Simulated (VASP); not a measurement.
Crystal: Ni.

```
Ni
1.0
    -1.36136    1.36136    1.36136
     1.36136   -1.36136    1.36136
     1.36136    1.36136   -1.36136
Ni
1
Cartesian
  0.0000 0.0000 0.0000
```

Base run:

| Property | Result |
| --- | --- |
| Program | VASP 6.6.1 |
| Functional | LDA |
| Potentials or basis | VASP PAW LDA potentials, release 64 (Ni) |
| Cutoff | 520 eV |
| k mesh | 16 × 16 × 16 |
| Occupations | fermi-dirac, width 0.05 eV |
| Spin | collinear spin, ferromagnetic start |
| Starting moments | [0.8] μB |

Its results: pressure -0.5 GPa; net moment 0.37 μB per cell.

Task: The run is repeated on the same cell with these changes: k mesh from 16 × 16 × 16 to 26 × 26 × 26; moments at the start from [0.8] to [0.46]. What comes out?

Result: Pressure -1.3 GPa; net moment 0.00 μB per cell.
